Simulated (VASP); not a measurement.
Co: single point with LDA

The system is Co.

```
Co
1.0
     3.86678    0.00000    0.00000
    -1.93339    3.34873    0.00000
     0.00000    0.00000    2.36723
Co
3
Direct
  0.00000 0.00000 0.00000
  0.33333 0.66667 0.50000
  0.66667 0.33333 0.50000
```

This cell differs from its parent crystal: volume scaled by 1.04.

```yaml
Program: VASP 6.6.1
Task: single point
Functional: LDA
Potentials_or_basis: VASP PAW LDA potentials, release 64 (Co)
Cutoff: 600 eV
k_mesh: 11 × 11 × 15
Occupations: fermi-dirac, width 0.1 eV
Spin: no spin polarisation
```

The pressure is -11.1 GPa.

Stress tensor (GPa, compression positive):
```
-11.50   0.00   0.00
  0.00 -11.50   0.00
  0.00   0.00 -10.40
```

Levels at points of the mesh, in eV from the Fermi level:
```csv
k point,band 10,band 11,band 12,band 13,band 14,band 15,band 16,band 17,band 18,band 19
"(0.00, 0.00, 0.00)",-1.62,-1.01,-1.01,-0.98,-0.98,0.47,0.47,7.22,7.22,7.25
```

It took 56 s on 1 thread of Intel Xeon 6975P-C, on a shared host, peak memory 0.19 GiB.

Caveat: the run has no spin polarisation, though such a crystal can be magnetic. Spin polarisation is off, so any magnetic state and its effect on volume and gap are missing.
